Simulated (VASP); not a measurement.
# W (Im-3m) in VASP: single point with PBEsol

Aim: the single point of W with PBEsol.

All numbers are computed with VASP 6.6.1; they aren't measurements. Logs are shortened: lines on timing, memory, paths and dates and some standing lists are left out, and cuts for length are marked.

## 1. The cell of the first run

Symmetry: Im-3m, No. 229, cubic system. The conventional cell has a = 3.195 Å, b = 3.195 Å, c = 3.195 Å, α = 90.00°, β = 90.00°, γ = 90.00°. W (site symmetry m-3m) has 14 W at 2.77 to 3.19 Å within 3.6 Å.

## 2. Single point, PBEsol

INCAR

```
PREC = Accurate ; ENCUT = 520
EDIFF = 1E-6 ; ISMEAR = 0
SIGMA = 0.15 ; LREAL = False
LASPH = True ; NELM = 80
ALGO = Fast ; ISIF = 2
LWAVE = False ; LCHARG = False
GGA = PS ; NBANDS = 66
```

KPOINTS

```
Automatic mesh
0
Gamma
  10 10 10
```

POSCAR

```
W
1.0
    3.1946000000      3.1946000000     -3.1946000000
   -3.1946000000     -3.1946000000     -3.1946000000
   -3.1946000000      3.1946000000      3.1946000000
W
8
Direct
    0.0000000000      0.5000000000      0.0000000000
    0.5000000000      0.5000000000      0.0000000000
    0.0000000000      0.5000000000      0.5000000000
    0.5000000000      0.5000000000      0.5000000000
    0.0000000000      0.0000000000      0.0000000000
    0.5000000000      0.0000000000      0.0000000000
    0.0000000000      0.0000000000      0.5000000000
    0.5000000000      0.0000000000      0.5000000000
```

Potentials or basis: VASP PAW PBE potentials, release 64 (W_sv).

Command:

```bash
> cat potpaw_PBE.64/W_sv/POTCAR > POTCAR
> mpirun -np 1 vasp_std > vasp.out
```

OUTCAR:

```text
PREC = Accurate
   ENCUT = 520
   EDIFF = 1E-6
   ISMEAR = 0
   LREAL = False
   LASPH = True
   NELM = 80
   ISIF = 2
   GGA = PS

 ion  position               nearest neighbor table
   1  0.000  0.500  0.000-   2 2.77   3 2.77   5 2.77   8 2.77   3 2.77   5 2.77   2 2.77   8 2.77
                             7 3.19   7 3.19   4 3.19   4 3.19   6 3.19   6 3.19
   2  0.500  0.500  0.000-   1 2.77   4 2.77   6 2.77   7 2.77   4 2.77   6 2.77   1 2.77   7 2.77
                             5 3.19   8 3.19   8 3.19   3 3.19   5 3.19   3 3.19
   3  0.000  0.500  0.500-   1 2.77   4 2.77   6 2.77   7 2.77   1 2.77   7 2.77   4 2.77   6 2.77
                             5 3.19   5 3.19   8 3.19   2 3.19   8 3.19   2 3.19
   4  0.500  0.500  0.500-   2 2.77   3 2.77   5 2.77   8 2.77   2 2.77   8 2.77   3 2.77   5 2.77
                             7 3.19   6 3.19   1 3.19   1 3.19   7 3.19   6 3.19
   5  0.000  0.000  0.000-   1 2.77   4 2.77   6 2.77   7 2.77   7 2.77   1 2.77   6 2.77   4 2.77
                             2 3.19   3 3.19   8 3.19   8 3.19   2 3.19   3 3.19
   6  0.500  0.000  0.000-   2 2.77   3 2.77   5 2.77   8 2.77   8 2.77   2 2.77   5 2.77   3 2.77
                             7 3.19   4 3.19   4 3.19   7 3.19   1 3.19   1 3.19
   7  0.000  0.000  0.500-   2 2.77   3 2.77   5 2.77   8 2.77   5 2.77   3 2.77   8 2.77   2 2.77
                             6 3.19   1 3.19   4 3.19   6 3.19   4 3.19   1 3.19
   8  0.500  0.000  0.500-   1 2.77   4 2.77   6 2.77   7 2.77   6 2.77   4 2.77   7 2.77   1 2.77
                             3 3.19   2 3.19   2 3.19   5 3.19   3 3.19   5 3.19

  LATTYP: Found a body centered cubic cell.
 ALAT       =     6.3892000000

  Lattice vectors:

 A1 = (   3.1946000000,   3.1946000000,  -3.1946000000)
 A2 = (  -3.1946000000,  -3.1946000000,  -3.1946000000)
 A3 = (  -3.1946000000,   3.1946000000,   3.1946000000)

Analysis of symmetry for initial positions (statically):
=====================================================================
 Subroutine PRICEL returns following result:

  LATTYP: Found a body centered cubic cell.
 ALAT       =     3.1946000000

  Lattice vectors:

 A1 = (   1.5973000000,   1.5973000000,  -1.5973000000)
 A2 = (  -1.5973000000,  -1.5973000000,  -1.5973000000)
 A3 = (  -1.5973000000,   1.5973000000,   1.5973000000)

   8 primitive cells build up your supercell.

 Routine SETGRP: Setting up the symmetry group for a
 body centered cubic supercell.

 Subroutine GETGRP returns: Found 48 space group operations
 (whereof 48 operations were pure point group operations)
 out of a pool of 48 trial point group operations.

The static configuration has the point symmetry O_h .

Analysis of symmetry for dynamics (positions and initial velocities):
=====================================================================
 Subroutine PRICEL returns following result:

  LATTYP: Found a body centered cubic cell.
 ALAT       =     3.1946000000

  Lattice vectors:

 A1 = (   1.5973000000,   1.5973000000,  -1.5973000000)
 A2 = (  -1.5973000000,  -1.5973000000,  -1.5973000000)
 A3 = (  -1.5973000000,   1.5973000000,   1.5973000000)

   8 primitive cells build up your supercell.

 Routine SETGRP: Setting up the symmetry group for a
 body centered cubic supercell.

 Subroutine GETGRP returns: Found 48 space group operations
 (whereof 48 operations were pure point group operations)
 out of a pool of 48 trial point group operations.

The dynamic configuration has the point symmetry O_h .

 Subroutine INISYM returns: Found 48 space group operations
 (whereof 48 operations are pure point group operations),
 and found     8 'primitive' translations

----------------------------------------------------------------------------------------

                                     Primitive cell

  volume of cell :      16.3012

  direct lattice vectors                    reciprocal lattice vectors
     1.597300000  1.597300000 -1.597300000     0.000000000  0.313028235 -0.313028235
    -1.597300000 -1.597300000 -1.597300000    -0.313028235  0.000000000 -0.313028235
    -1.597300000  1.597300000  1.597300000    -0.313028235  0.313028235  0.000000000

  length of vectors
     2.766604755  2.766604755  2.766604755     0.442688776  0.442688776  0.442688776

  position of ions in fractional coordinates (direct lattice)
     0.000000000  1.000000000  0.000000000

  ion indices of the primitive-cell ions
   primitive index   ion index
                 1           1

----------------------------------------------------------------------------------------

 KPOINTS: Automatic mesh

Automatic generation of k-mesh.
 Grid dimensions read from file:
 generate k-points for:   10   10   10

 Generating k-lattice:

  Cartesian coordinates                     Fractional coordinates (reciprocal lattice)
     0.000000000  0.015651412 -0.015651412     0.100000000  0.000000000  0.000000000
    -0.015651412  0.000000000 -0.015651412     0.000000000  0.100000000  0.000000000
    -0.015651412  0.015651412  0.000000000     0.000000000  0.000000000  0.100000000

  Length of vectors
     0.022134439  0.022134439  0.022134439

  Shift w.r.t. Gamma in fractional coordinates (k-lattice)
     0.000000000  0.000000000  0.000000000

 Subroutine IBZKPT returns following result:
 ===========================================

 Found     47 irreducible k-points:

 Following reciprocal coordinates:
            Coordinates               Weight
  0.000000  0.000000  0.000000      1.000000
  0.100000  0.000000  0.000000     12.000000
  0.200000  0.000000  0.000000     12.000000
  0.300000  0.000000  0.000000     12.000000
  0.400000  0.000000  0.000000     12.000000
  0.500000  0.000000  0.000000      6.000000
[... 16 lines left out ...]
  0.300000  0.300000  0.100000      8.000000
 -0.300000  0.300000  0.100000     24.000000
 [... further k-points ...]
   k-points           NKPTS =     47   k-points in BZ     NKDIM =     47   number of bands    NBANDS=     66
   number of dos      NEDOS =    301   number of ions     NIONS =      8
   total plane-waves  NPLWV =  74088
   dimension x,y,z NGX =    42 NGY =   42 NGZ =   42
   dimension x,y,z NGXF=    84 NGYF=   84 NGZF=   84
   ions per type =               8
   NGX,Y,Z   is equivalent  to a cutoff of  12.62, 12.62, 12.62 a.u.
   NGXF,Y,Z  is equivalent  to a cutoff of  25.24, 25.24, 25.24 a.u.
 SYSTEM =  unknown system
   PREC   = accura    normal or accurate (medium, high low for compatibility)
   ISTART =      0    job   : 0-new  1-cont  2-samecut
   ICHARG =      2    charge: 1-file 2-atom 10-const
   ISPIN  =      1    spin polarized calculation?
   LNONCOLLINEAR =      F non collinear calculations
   LSORBIT =      F    spin-orbit coupling
   LASPH  =      T    aspherical Exc in radial PAW
   ENCUT  =  520.0 eV  38.22 Ry    6.18 a.u.  10.29 10.29 10.29*2*pi/ulx,y,z
   NELM   =     80;   NELMIN=  2; NELMDL= -5     # of ELM steps
   EDIFF  = 0.1E-05   stopping-criterion for ELM
   LREAL  =      F    real-space projection
   EDIFFG = 0.1E-04   stopping-criterion for IOM
   NSW    =      0    number of steps for IOM
   IBRION =     -1    ionic relax: 0-MD 1-quasi-New 2-CG
   NFREE  =      0    steps in history (QN), initial steepest desc. (CG)
   ISIF   =      2    stress and relaxation
   ISYM   =      2    0-nonsym 1-usesym 2-fastsym
   POTIM  = 0.5000    time-step for ionic-motion
   TEBEG  =    0.0;   TEEND  =   0.0 temperature during run
   PSTRESS=    0.0 pullay stress
   NELECT =     112.0000    total number of electrons
   NUPDOWN=      -1.0000    fix difference up-down
   EMIN   =  10.00;   EMAX   =-10.00  energy-range for DOS
   EFERMI =   0.00;   METHOD = LEGACY
   ISMEAR =     0;   SIGMA  =   0.15  broadening in eV -4-tet -1-fermi 0-gaus
   EFERMI_NEDOS =   21; number of points for ismear=-14 and -15
   IALGO  =     68    algorithm
   IMIX   =      4    mixing-type and parameters
     AMIX     =   0.40;   BMIX     =  1.00
     AMIX_MAG =   1.60;   BMIX_MAG =  1.00
  volume/ion in A,a.u.               =      16.30       110.01
  Fermi-wavevector in a.u.,A,eV,Ry     =   1.556125  2.940649 32.946829  2.421524
  Thomas-Fermi vector in A             =   2.659966
   LORBIT       =      0    0 simple, 1 ext, 2 COOP (PROOUT), +10 PAW based schemes
   GGA     = PS    functional components
   LHFCALC =     F    Hartree Fock is set to
   AEXX    =    0.0000 exact exchange contribution
   IVDW    =     0    specifies the selected vdW correction
   LEPSILON=     F    determine dielectric tensor
   LRPA    =     F    only Hartree local field effects (RPA)
 non-spin polarized calculation
 RMM-DIIS sequential band-by-band and
 Gauss-broadening in eV      SIGMA  =   0.15
  energy-cutoff  :      520.00
  volume of cell :      130.41
 maximum number of plane-waves:      3564
 NGX is ok and might be reduce to    42
   NGX = 21   NGY = 21   NGZ = 21

 number of electron     112.0000003 magnetization

 Free energy of the ion-electron system (eV)
  ---------------------------------------------------
  ext. energy  EPLUGINS =         0.00000000
  ---------------------------------------------------
  free energy    TOTEN  =      -110.32643159 eV

  energy without entropy =     -110.29698394  energy(sigma->0) =     -110.31170777

 E-fermi :  10.9113     XC(G=0): -13.6038

 val. band max:       10.8960738280   @ k =  -0.3000   0.4000   0.2000
 cond. band min:      10.9116535435   @ k =   0.5000   0.5000   0.3000
 fundamental gap:      0.0155797155
 Fermi energy:        10.9113333119

 k-point     1 :       0.0000    0.0000    0.0000
  band No.  band energies     occupation
      1     -63.3139      2.00000
      2     -63.1951      2.00000
      3     -63.1951      2.00000
      4     -63.1951      2.00000
      5     -63.1951      2.00000
      6     -63.1951      2.00000
[... 58 lines left out ...]
     65      13.8664      0.00000
     66      13.8664      0.00000

 k-point     2 :       0.1000    0.0000    0.0000
  band No.  band energies     occupation
      1     -63.3111      2.00000
      2     -63.1980      2.00000
      3     -63.1951      2.00000
      4     -63.1951      2.00000
      5     -63.1951      2.00000
      6     -63.1951      2.00000
[... 1576 lines left out ...]
     65      13.1869      0.00000
     66      13.7090      0.00000

 [... further k-points ...]

------------------------ aborting loop because EDIFF is reached ----------------------------------------

  FORCE on cell =-STRESS in cart. coord.  units (eV):
  Direction    XX          YY          ZZ          XY          YZ          ZX
  --------------------------------------------------------------------------------------
  -------------------------------------------------------------------------------------
  Total       -8.8904920     -8.8904920     -8.8904920      0.0000000      0.0000000      0.0000000
  in kB     -109.2262245   -109.2262245   -109.2262245      0.0000000      0.0000000      0.0000000
  external PRESSURE =    -109.2262245 kB  Pullay stress =       0.0000000 kB

 VOLUME and BASIS-vectors are now :
 -----------------------------------------------------------------------------
  energy-cutoff  :      520.00
  volume of cell :      130.41
      direct lattice vectors                 reciprocal lattice vectors
     3.194600000  3.194600000 -3.194600000     0.000000000  0.156514118 -0.156514118
    -3.194600000 -3.194600000 -3.194600000    -0.156514118  0.000000000 -0.156514118
    -3.194600000  3.194600000  3.194600000    -0.156514118  0.156514118  0.000000000

 POSITION                                       TOTAL-FORCE (eV/Angst)
 -----------------------------------------------------------------------------------
     -1.59730     -1.59730     -1.59730        -0.000000     -0.000000      0.000000
      0.00000      0.00000     -3.19460        -0.000000     -0.000000     -0.000000
     -3.19460      0.00000      0.00000         0.000000      0.000000      0.000000
     -1.59730      1.59730     -1.59730        -0.000000      0.000000     -0.000000
      0.00000      0.00000      0.00000        -0.000000     -0.000000     -0.000000
      1.59730      1.59730     -1.59730        -0.000000     -0.000000     -0.000000
     -1.59730      1.59730      1.59730         0.000000      0.000000      0.000000
      0.00000      3.19460      0.00000         0.000000      0.000000     -0.000000
 -----------------------------------------------------------------------------------
    total drift:                                0.000000     -0.000000     -0.000000

  FREE ENERGIE OF THE ION-ELECTRON SYSTEM (eV)
  ---------------------------------------------------
  free  energy   TOTEN  =      -110.3264315877 eV

  energy  without entropy=     -110.2969839439  energy(sigma->0) =     -110.31170777
```

Wall time 11 min (1 thread of Intel Xeon Platinum 8259CL at 2.50GHz (Skylake/Cascade Lake), shared host); peak memory 0.43 GiB.

What came out:

```yaml
Free_energy: -110.3264 eV
Pressure: -10.9 GPa
Band_gap_on_the_k_mesh: zero (bands 56 and 57 overlap by 1.12 eV)
```

Caveat: the cell stands under tension; the PAW data sets were made with another functional, which shifts forces and pressure a little; spin-orbit coupling is left out, which moves the levels of the heavy elements.
